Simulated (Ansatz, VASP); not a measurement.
## Two plane-wave programs on PbS

```
Pb S
1.0
     0.00000    2.92749    3.00170
     2.92749    0.00000    3.00170
     2.92749    2.92749    0.00000
Pb S
1 1
Cartesian
  0.0000 0.0000 0.0000
  2.9275 2.9275 3.0017
```

Change from the starting cell: epitaxial_xy strain -2.0%.

Alike in both runs: task single point; functional r2SCAN; k mesh 8 × 8 × 8; occupations fermi-dirac, width 0.02 eV; non-collinear spin, spin-orbit coupling.

|  | VASP | Ansatz |
| --- | --- | --- |
| version | VASP 6.6.1 | Ansatz 0.2.0 |
| potentials or method | VASP PAW PBE potentials, release 64 (Pb_d, S) | plane waves, PAW |
| plane-wave cutoff (eV) | 520 | 500 |
| valence electrons in the cell | 20 | 20 |

|  | VASP | Ansatz | Ansatz less VASP |
| --- | --- | --- | --- |
| pressure (GPa) | 2.0 | 1.9 | -0.18 |
| traceless stress, the component that is largest in VASP (GPa) | -2.21 | -2.16 | +0.054 |
| net moment per atom (μB) | 0.00 | 0.00 | 0.000 |

VASP's potentials were made for PBE, not for r2SCAN. The functional is the same, so the differences come from potentials, cutoffs and numerics.
